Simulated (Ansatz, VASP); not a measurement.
# Mo: VASP beside Ansatz

INCAR

```
PREC = Accurate
ENCUT = 500
EDIFF = 1E-7
ISMEAR = 1
SIGMA = 0.1
LREAL = False
LASPH = True
NELM = 120
ALGO = Normal
ISIF = 3
LWAVE = False
LCHARG = False
GGA = PE
IBRION = 2
NSW = 80
EDIFFG = -0.005
GGA_COMPAT = False
NELMIN = 4
```

The input KPOINTS:

```
Automatic mesh
0
Gamma
  17 17 17
```

The input POSCAR:

```
Mo
1.0
   -1.5838090000      1.5838090000      1.5838090000
    1.5838090000     -1.5838090000      1.5838090000
    1.5838090000      1.5838090000     -1.5838090000
Mo
1
Direct
    0.0000000000      0.0000000000      0.0000000000
```

Input for Ansatz:

```yaml
crystal:
  lattice:
    - [-1.583809, 1.583809, 1.583809]
    - [1.583809, -1.583809, 1.583809]
    - [1.583809, 1.583809, -1.583809]
  atoms:
    - { symbol: Mo, position: [0.0, 0.0, 0.0] }
basis:
  ecutwfc: 420
  xc_grid: 2
hamiltonian:
  xc: pbe
  pseudopotentials: { kind: paw, azcp: { folder: soft_1 } }
kpoints:
  mp_grid: { grid: [17, 17, 17] }
scf:
  occupations: { method: methfessel_paxton, width: 0.1 }
  max_iter: 120
relax:
  f_tol: 0.005
  max_steps: 60
  cell: {}
output:
  forces: true
  stress: true
checkpoint:
  write: "../cell.run"
  compress: false
  write_wavefunctions: false
  write_every: 100000
```

Alike in both runs: task relaxation of cell and atoms; functional PBE; k mesh 17 × 17 × 17; occupations methfessel-paxton of order 1, width 0.1 eV; no spin polarisation.

|  | VASP | Ansatz |
| --- | --- | --- |
| version | VASP 6.6.1 | Ansatz 0.2.0 |
| potentials or method | VASP PAW PBE potentials, release 64 (Mo_sv), cutoff 500 eV | plane-wave PAW DFT |
| valence electrons in the cell | 14 | 14 |

|  | VASP | Ansatz | Ansatz less VASP |
| --- | --- | --- | --- |
| relaxed volume (Å³/atom) | 15.83 | 15.80 | -0.029 |
| relaxed cell length with the largest relative difference (Å) | 2.739 | 2.738 | -0.0017 |
